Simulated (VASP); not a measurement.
# Al3GaN4 (Pm) in VASP: notebook

The runs below take Al3GaN4 through single point, with PBEsol.

All numbers are computed with VASP 6.6.1; they aren't measurements. Logs are shortened: lines on timing, memory, paths and dates and some standing lists are left out, and cuts for length are marked.

### 1 The cell of the first run

Symmetry: Pm, No. 6, monoclinic system. The conventional cell has a = 5.245 Å, b = 3.255 Å, c = 5.635 Å, α = 90.00°, β = 90.03°, γ = 90.00°. Within 2.6 Å of Al (site symmetry m) lie 4 N at 1.96 to 1.98 Å. Al (site symmetry m) has 4 N at 1.97 to 1.98 Å within 2.6 Å. Al (site symmetry m) has 4 N at 1.97 to 1.98 Å within 2.6 Å. Ga (site symmetry m) has 4 N at 2.01 to 2.04 Å within 2.7 Å. N (site symmetry m) has 3 Al at 1.97 Å and 1 Ga at 2.04 Å within 2.6 Å. N (site symmetry m) has 4 Al at 1.98 Å within 2.6 Å. Within 2.6 Å of N (site symmetry m) lie 2 Al at 1.96 to 1.97 Å and 2 Ga at 2.01 Å. Within 2.6 Å of N (site symmetry m) lie 3 Al at 1.97 to 1.98 Å and 1 Ga at 2.02 Å.

### 2 Single point, PBEsol (strain +0.040 along x and y, +0.040 along z)

Input file INCAR:

```
SYSTEM = Al3GaN4
PREC = Accurate ; ENCUT = 520
EDIFF = 1E-6 ; ISMEAR = 0
SIGMA = 0.05 ; LREAL = .False.
LASPH = .True. ; NELM = 100
ALGO = Normal ; ISIF = 2
LWAVE = .False. ; LCHARG = .False.
GGA = PS ; NBANDS = 31
```

Input file KPOINTS:

```
regular mesh
0
Gamma
  6 8 4
  0 0 0
```

Input file POSCAR:

```
Al3GaN4
1.0
    5.2451442902      0.0000000000      0.0001195903
    0.0000000000      3.2552768533      0.0000000000
   -0.0033657072      0.0000000000      5.6347116253
Al Ga N
3 1 4
Direct
    0.5002300423      0.5000000000      0.1673295664
    0.0009207036      0.5000000000      0.8348055932
    0.0010880650      0.0000000000      0.3316926342
    0.4994217138      0.0000000000      0.6662009016
    0.1111724737      0.0000000000      0.6663292503
    0.1224543238      0.5000000000      0.1671578647
    0.6251234799      0.5000000000      0.8401923551
    0.6231881979      0.0000000000      0.3262928345
```

Potentials or basis: VASP PAW PBE potentials, release 64 (Al, Ga_d, N).

Started as:

```sh
$ cat potpaw_PBE.64/Al/POTCAR potpaw_PBE.64/Ga_d/POTCAR potpaw_PBE.64/N/POTCAR > POTCAR
$ mpirun -np 1 vasp_std > vasp.out
```

OUTCAR:

```text
SYSTEM = Al3GaN4
   PREC = Accurate
   ENCUT = 520
   EDIFF = 1E-6
   ISMEAR = 0
   LREAL = .False.
   LASPH = .True.
   NELM = 100
   ISIF = 2
   GGA = PS

 ion  position               nearest neighbor table
   1  0.500  0.500  0.167-   7 1.96   8 1.97   8 1.97   6 1.98   2 3.22   3 3.22   3 3.22   3 3.23
                             3 3.23   2 3.23
   2  0.001  0.500  0.835-   5 1.97   5 1.97   7 1.97   6 1.98   1 3.22   1 3.23   3 3.24   3 3.24
                             3 3.27   3 3.27
   3  0.001  0.000  0.332-   5 1.97   6 1.98   6 1.98   8 1.98   1 3.22   1 3.22   1 3.23   1 3.23
                             2 3.24   2 3.24   2 3.27   2 3.27
   4  0.499  0.000  0.666-   7 2.01   7 2.01   8 2.02   5 2.04
   5  0.111  0.000  0.666-   2 1.97   2 1.97   3 1.97   4 2.04
   6  0.122  0.500  0.167-   2 1.98   3 1.98   3 1.98   1 1.98
   7  0.625  0.500  0.840-   1 1.96   2 1.97   4 2.01   4 2.01
   8  0.623  0.000  0.326-   1 1.97   1 1.97   3 1.98   4 2.02

  LATTYP: Found a simple monoclinic cell.
 ALAT       =     5.2451442916
 B/A-ratio  =     0.6206267497
 C/A-ratio  =     1.0742721872
 COS(beta)  =    -0.0005745164

  Lattice vectors:

 A1 = (   5.2451442902,   0.0000000000,   0.0001195903)
 A2 = (   0.0000000000,   3.2552768533,   0.0000000000)
 A3 = (  -0.0033657072,   0.0000000000,   5.6347116253)

Analysis of symmetry for initial positions (statically):
=====================================================================
 Subroutine PRICEL returns:
 Original cell was already a primitive cell.

 Routine SETGRP: Setting up the symmetry group for a
 simple monoclinic supercell.

 Subroutine GETGRP returns: Found  2 space group operations
 (whereof  2 operations were pure point group operations)
 out of a pool of  4 trial point group operations.

The static configuration has the point symmetry C_1h.

Analysis of symmetry for dynamics (positions and initial velocities):
=====================================================================
 Subroutine PRICEL returns:
 Original cell was already a primitive cell.

 Routine SETGRP: Setting up the symmetry group for a
 simple monoclinic supercell.

 Subroutine GETGRP returns: Found  2 space group operations
 (whereof  2 operations were pure point group operations)
 out of a pool of  4 trial point group operations.

The dynamic configuration has the point symmetry C_1h.

 Subroutine INISYM returns: Found  2 space group operations
 (whereof  2 operations are pure point group operations),
 and found     1 'primitive' translations

[... 105 lines left out ...]
   NELM   =    100;   NELMIN=  2; NELMDL= -5     # of ELM steps
   EDIFF  = 0.1E-05   stopping-criterion for ELM
   LREAL  =      F    real-space projection
   EDIFFG = 0.1E-04   stopping-criterion for IOM
   NSW    =      0    number of steps for IOM
   IBRION =     -1    ionic relax: 0-MD 1-quasi-New 2-CG
   NFREE  =      0    steps in history (QN), initial steepest desc. (CG)
   ISIF   =      2    stress and relaxation
   ISYM   =      2    0-nonsym 1-usesym 2-fastsym
   POTIM  = 0.5000    time-step for ionic-motion
   TEBEG  =    0.0;   TEEND  =   0.0 temperature during run
   PSTRESS=    0.0 pullay stress
   NELECT =      42.0000    total number of electrons
   NUPDOWN=      -1.0000    fix difference up-down
   EMIN   =  10.00;   EMAX   =-10.00  energy-range for DOS
   EFERMI =   0.00;   METHOD = LEGACY
   ISMEAR =     0;   SIGMA  =   0.05  broadening in eV -4-tet -1-fermi 0-gaus
   EFERMI_NEDOS =   21; number of points for ismear=-14 and -15
   IALGO  =     38    algorithm
   IMIX   =      4    mixing-type and parameters
     AMIX     =   0.40;   BMIX     =  1.00
     AMIX_MAG =   1.60;   BMIX_MAG =  1.00
  volume/ion in A,a.u.               =      12.03        81.16
  Fermi-wavevector in a.u.,A,eV,Ry     =   1.241897  2.346845 20.984376  1.542308
  Thomas-Fermi vector in A             =   2.376275
   LORBIT       =      0    0 simple, 1 ext, 2 COOP (PROOUT), +10 PAW based schemes
   GGA     = PS    functional components
   LHFCALC =     F    Hartree Fock is set to
   AEXX    =    0.0000 exact exchange contribution
   IVDW    =     0    specifies the selected vdW correction
   LEPSILON=     F    determine dielectric tensor
   LRPA    =     F    only Hartree local field effects (RPA)
 non-spin polarized calculation
 Gauss-broadening in eV      SIGMA  =   0.05
  energy-cutoff  :      520.00
  volume of cell :       96.21
 maximum number of plane-waves:      2620
   NGX = 19   NGY = 13   NGZ = 21

 number of electron      42.0000000 magnetization

 Free energy of the ion-electron system (eV)
  ---------------------------------------------------
  ext. energy  EPLUGINS =         0.00000000
  ---------------------------------------------------
  free energy    TOTEN  =       -59.39026016 eV

  energy without entropy =      -59.39026016  energy(sigma->0) =      -59.39026016

 E-fermi :   4.9363     XC(G=0): -10.7874

 val. band max:        4.6762287274   @ k =   0.0000   0.0000   0.0000
 cond. band min:       7.2516593695   @ k =   0.0000   0.0000   0.0000
 fundamental gap:      2.5754306421
 Fermi energy:         4.9362898388

 k-point     1 :       0.0000    0.0000    0.0000
  band No.  band energies     occupation
      1      -9.9152      2.00000
      2      -8.9782      2.00000
      3      -8.9204      2.00000
      4      -8.2190      2.00000
      5      -8.1554      2.00000
      6      -8.1004      2.00000
[... 805 lines left out ...]
     30      14.4345      0.00000
     31      14.9141      0.00000

 [... further k-points ...]
[... 5 lines left out ...]
  --------------------------------------------------------------------------------------
  -------------------------------------------------------------------------------------
  Total      -10.7820245    -11.2931690    -11.2549467      0.0000000      0.0000000     -0.0026823
  in kB     -179.5534793   -188.0655888   -187.4290726      0.0000000      0.0000000     -0.0446685
  external PRESSURE =    -185.0160469 kB  Pullay stress =       0.0000000 kB

 VOLUME and BASIS-vectors are now :
 -----------------------------------------------------------------------------
  energy-cutoff  :      520.00
  volume of cell :       96.21
      direct lattice vectors                 reciprocal lattice vectors
     5.245144290  0.000000000  0.000119590     0.190652522  0.000000000  0.000113880
     0.000000000  3.255276853  0.000000000     0.000000000  0.307193534  0.000000000
    -0.003365707  0.000000000  5.634711625    -0.000004046  0.000000000  0.177471369

 POSITION                                       TOTAL-FORCE (eV/Angst)
 -----------------------------------------------------------------------------------
      2.62322      1.62764      0.94291         0.005950      0.000000     -0.031592
      0.00202      1.62764      4.70389        -0.062462      0.000000     -0.023884
      0.00459      0.00000      1.86899        -0.037466      0.000000      0.028398
      2.61730      0.00000      3.75391         0.026152      0.000000      0.038947
      0.58087      0.00000      3.75459         0.031507      0.000000      0.006794
      0.64173      1.62764      0.94190         0.013001      0.000000     -0.012393
      3.27604      1.62764      4.73432         0.013366      0.000000      0.013072
      3.26761      0.00000      1.83864         0.009953      0.000000     -0.019341
 -----------------------------------------------------------------------------------
    total drift:                               -0.001334      0.000000      0.000552

  FREE ENERGIE OF THE ION-ELECTRON SYSTEM (eV)
  ---------------------------------------------------
  free  energy   TOTEN  =       -59.3902601603 eV

  energy  without entropy=      -59.3902601603  energy(sigma->0) =      -59.39026016
```

It took 4.9 min on 1 thread of AMD EPYC 7R13, shared host; peak memory 0.28 GiB.

What came out:

```yaml
Free_energy: -59.3903 eV
Pressure: -18.5 GPa
Largest_force: 0.067 eV/Å
Band_gap_on_the_k_mesh: 2.58 eV, direct
```

Forces on the atoms (eV/Å):
```
Al   0.006  0.000 -0.032
Al  -0.062  0.000 -0.024
Al  -0.037  0.000  0.028
Ga   0.026  0.000  0.039
N    0.032  0.000  0.007
N    0.013  0.000 -0.012
N    0.013  0.000  0.013
N    0.010  0.000 -0.019
```

Levels at points of the mesh, in eV from the valence-band top:
| k point | band 18 | band 19 | band 20 | band 21 | band 22 | band 23 | band 24 | band 25 |
| --- | --- | --- | --- | --- | --- | --- | --- | --- |
| (0.00, 0.00, 0.00) | -0.68 | -0.08 | -0.03 | 0.00 | 2.58 | 4.87 | 5.27 | 5.51 |
| (0.50, 0.00, 0.00) | -0.59 | -0.58 | -0.32 | -0.28 | 4.25 | 4.78 | 4.88 | 5.14 |
| (0.00, 0.50, 0.00) | -1.70 | -1.65 | -1.41 | -1.36 | 5.48 | 5.49 | 6.66 | 7.00 |
| (0.50, 0.50, 0.00) | -1.10 | -1.08 | -1.06 | -0.84 | 5.55 | 5.99 | 6.00 | 6.02 |
| (0.00, 0.00, 0.50) | -0.51 | -0.49 | -0.38 | -0.22 | 4.64 | 4.98 | 6.21 | 6.63 |
| (0.50, 0.00, 0.50) | -1.08 | -1.05 | -1.03 | -0.71 | 5.20 | 5.57 | 5.72 | 5.79 |
| (0.00, 0.50, 0.50) | -1.73 | -1.66 | -0.72 | -0.60 | 4.73 | 5.27 | 5.41 | 5.49 |
| (0.50, 0.50, 0.50) | -1.39 | -1.32 | -1.30 | -1.10 | 4.20 | 4.71 | 4.73 | 4.76 |

Caveat: the cell differs from its parent crystal (strain +0.040 along x and y, +0.040 along z); the PAW data sets were made with another functional, which shifts forces and pressure a little.

### 3 Single point, PBEsol (strain +0.080 along x and y, +0.000 along z)

Input file INCAR:

```
SYSTEM = Al3GaN4
  PREC = Accurate
  ENCUT = 520
  EDIFF = 1E-6
  ISMEAR = 0
  SIGMA = 0.05
  LREAL = .FALSE.
  LASPH = .TRUE.
  NELM = 60
  ALGO = Normal
  ISIF = 2
  LWAVE = .FALSE.
  LCHARG = .FALSE.
  GGA = PS
  NBANDS = 31
```

Input file KPOINTS:

```
regular mesh
0
G
  6 8 4
  0 0 0
```

POSCAR, as its differences from that of step 2:

```diff
@@ -2,5 +2,5 @@
 1.0
-    5.2451442902      0.0000000000      0.0001195903
-    0.0000000000      3.2552768533      0.0000000000
-   -0.0033657072      0.0000000000      5.6347116253
+    5.4468806090      0.0000000000      0.0001149907
+    0.0000000000      3.3804798092      0.0000000000
+   -0.0034951575      0.0000000000      5.4179919474
 Al Ga N
```

Potentials or basis: VASP PAW PBE potentials, release 64 (Al, Ga_d, N).

Started as:

```sh
$ cat potpaw_PBE.64/Al/POTCAR potpaw_PBE.64/Ga_d/POTCAR potpaw_PBE.64/N/POTCAR > POTCAR
$ mpirun -np 1 vasp_std > vasp.out
```

Run time: 6.7 min. Hardware: 1 thread of AMD EPYC 7R13, shared host; peak memory 0.3 GiB.

It converged, with:

| Quantity | Value |
| --- | --- |
| Free energy | -58.6525 eV |
| Pressure | -21.5 GPa |
| Largest force | 0.502 eV/Å |
| Band gap on the k mesh | 2.11 eV, direct |

Forces in eV/Å, atoms in the order of the input:
```
Al  -0.154  0.000  0.312
Al  -0.221  0.000 -0.352
Al  -0.163  0.000 -0.320
Ga  -0.072  0.000  0.375
N    0.111  0.000  0.483
N    0.161  0.000  0.392
N    0.227  0.000 -0.448
N    0.110  0.000 -0.442
```

Stress tensor (GPa, compression positive):
```
-27.44   0.00  -0.03
  0.00 -27.88   0.00
 -0.03   0.00  -9.20
```

Levels at points of the mesh, in eV from the valence-band top:
```
           k point  band 17  band 18  band 19  band 20  band 21  band 22  band 23  band 24  band 25  band 26
(0.00, 0.00, 0.00)    -0.87    -0.62    -0.21    -0.18     0.00     2.11     4.36     4.77     5.03     6.21
(0.50, 0.00, 0.00)    -1.28    -0.71    -0.43    -0.41    -0.18     3.73     4.26     4.50     4.79     7.09
(0.00, 0.50, 0.00)    -2.70    -1.82    -1.79    -1.34    -1.32     5.21     5.21     6.19     6.72     7.67
(0.50, 0.50, 0.00)    -2.66    -1.29    -1.26    -1.26    -1.08     5.10     5.65     5.66     5.77     7.38
(0.00, 0.00, 0.50)    -1.67    -0.79    -0.60    -0.55    -0.42     4.09     4.38     5.66     6.06     7.20
(0.50, 0.00, 0.50)    -1.47    -1.34    -1.31    -1.29    -1.01     4.65     5.10     5.24     5.30     7.02
(0.00, 0.50, 0.50)    -1.80    -1.59    -1.54    -0.65    -0.52     4.93     4.99     5.31     5.61     5.94
(0.50, 0.50, 0.50)    -1.33    -1.20    -1.19    -1.17    -1.05     3.94     4.45     4.49     4.55     6.77
```

Caveat: the cell differs from its parent crystal (strain +0.080 along x and y, +0.000 along z); the PAW data sets were made with another functional, which shifts forces and pressure a little.

[end of part 1 of 2]
